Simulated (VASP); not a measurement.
Input of a VASP 6.6.1 run:

Contents of INCAR:

```
SYSTEM = Hf11Si13
PREC = Accurate ; ENCUT = 520
EDIFF = 1E-7 ; ISMEAR = -1
SIGMA = 0.1034 ; LREAL = Auto
LASPH = .True. ; NELM = 80
ALGO = Normal ; ISIF = 2
LWAVE = .False. ; LCHARG = .False.
GGA = PE ; ISYM = 0
NBANDS = 99
```

The input KPOINTS:

```
Automatic mesh
0
Gamma
  1 1 1
  0.25 0.25 0.25
```

File POSCAR:

```
Hf11Si13
1.0
    7.7410930000     -0.0769270000      0.2103670000
   -0.0769270000      7.9026600000      0.0117030000
    0.2103670000      0.0117030000      7.8669780000
Si Hf
13 11
Direct
    0.6070400511      0.0533316290      0.7440860602
    0.9791399625      0.3291350452      0.1920827027
    0.7585035180      0.9327772946      0.5193185487
    0.1385001182      0.5336235485      0.6477763316
    0.6907590955      1.0221741686      0.1483473803
    0.8424730608      0.5990071679      0.7400614682
    0.6896424140      0.3618731258      0.6497347511
    0.2561917901      0.1937987478      0.2657825756
    0.0692894393      0.3687537251      0.9176207514
    0.5752354827      0.5901611541      0.1934712136
    0.9187063654      0.1486394081      0.6243373213
    0.0098690676      0.0754271126      0.9466266653
    0.5152535547      0.5284541562      0.4852933562
    0.4601082118      0.8641729916      0.4481253156
    0.3022844741      0.2411258219      0.6802913935
    0.9105312835      0.7112461740      0.0620995192
    0.0271450500      0.9692757091      0.3187910458
    0.2343805656      0.5464981885      0.3067435037
    0.1053662659      0.8505642098      0.6977486478
    0.8481321863      0.6211816190      0.4246032324
    0.3427866937     -0.0019201327      0.0039056246
    0.6004236399      0.2459416596      0.3317503144
    0.4494946917      0.6536899735      0.7557611088
    0.6177985484      0.3554365308      0.9699508374
```

Potentials or basis: VASP PAW PBE potentials, release 64 (Si, Hf_pv).

Command:

```bash
$ cat potpaw_PBE.64/Si/POTCAR potpaw_PBE.64/Hf_pv/POTCAR > POTCAR
$ mpirun -np 1 vasp_std > vasp.out
```

(1) Predict the pressure.

(2) What does it give for the largest force?

(3) Predict the band gap on the k mesh.

## Answers

(1) -1.9 GPa.

(2) 3.483 eV/Å.

(3) 0.15 eV.

Caveat: the k points lie up to 0.81 Å⁻¹ apart; spin-orbit coupling is left out, which moves the levels of the heavy elements.
